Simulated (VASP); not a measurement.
Write the native input for VASP 6.6.1 that does the following.

```
Task                   : single point
Functional             : r2SCAN
Potentials or basis    : VASP PAW PBE potentials, release 64 (K_sv, S)
Cutoff                 : 550 eV
k mesh                 : 4 × 4 × 4
Occupations            : methfessel-paxton, width 0.001 eV
Spin                   : no spin polarisation
Dipole correction      : no
Further INCAR settings : ALGO = Normal; EDIFF = 1e-06; NBANDS = 19
```

K2S:

```
K S
1.0
     0.00000    3.70272    3.70272
     3.70272    0.00000    3.70272
     3.70272    3.70272    0.00000
K S
2 1
Direct
  0.25000 0.25000 0.25000
  0.75000 0.75000 0.75000
  0.00000 0.00000 0.00000
```

These files were run (other wordings do the same):

POSCAR

```
K2S
1.0
    0.0000000000      3.7027186978      3.7027186978
    3.7027186978      0.0000000000      3.7027186978
    3.7027186978      3.7027186978      0.0000000000
K S
2 1
Direct
    0.2500000000      0.2500000000      0.2500000000
    0.7500000000      0.7500000000      0.7500000000
    0.0000000000      0.0000000000      0.0000000000
```

INCAR.step1

```
SYSTEM = K2S
  ALGO = Normal
  EDIFF = 1E-5
  ENCUT = 550
  GGA = PE
  GGA_COMPAT = .FALSE.
  ISMEAR = 1
  LASPH = .TRUE.
  LCHARG = .FALSE.
  LREAL = .FALSE.
  LWAVE = .TRUE.
  NBANDS = 19
  NELM = 120
  PREC = Accurate
  SIGMA = 0.001
```

INCAR.step2

```
SYSTEM = K2S
  ALGO = Normal
  EDIFF = 1E-6
  ENCUT = 550
  GGA_COMPAT = .FALSE.
  ISIF = 2
  ISMEAR = 1
  ISTART = 1
  LASPH = .TRUE.
  LCHARG = .FALSE.
  LMIXTAU = .TRUE.
  LREAL = .FALSE.
  LWAVE = .FALSE.
  METAGGA = R2SCAN
  NBANDS = 19
  NELM = 120
  PREC = Accurate
  SIGMA = 0.001
```

KPOINTS

```
k-points
0
G
  4 4 4
  0 0 0
```

Potentials or basis: VASP PAW PBE potentials, release 64 (K_sv, S).

The run is started by

```console
$ cat potpaw_PBE.64/K_sv/POTCAR potpaw_PBE.64/S/POTCAR > POTCAR
$ cp INCAR.step1 INCAR
$ mpirun -np 1 vasp_std > vasp.out
$ cp INCAR.step2 INCAR
$ mpirun -np 1 vasp_std > vasp.out
```

It gave:

- Pressure: 0.0 GPa
- Band gap on the k mesh: 2.76 eV (least direct gap 2.95 eV)

Caveat: the PAW data sets were made with another functional, which shifts forces and pressure a little.

Run time: 51 s on 1 thread of Intel(R) Xeon(R) 6975P-C (Granite Rapids), with other jobs on the host, peak memory 0.26 GiB.
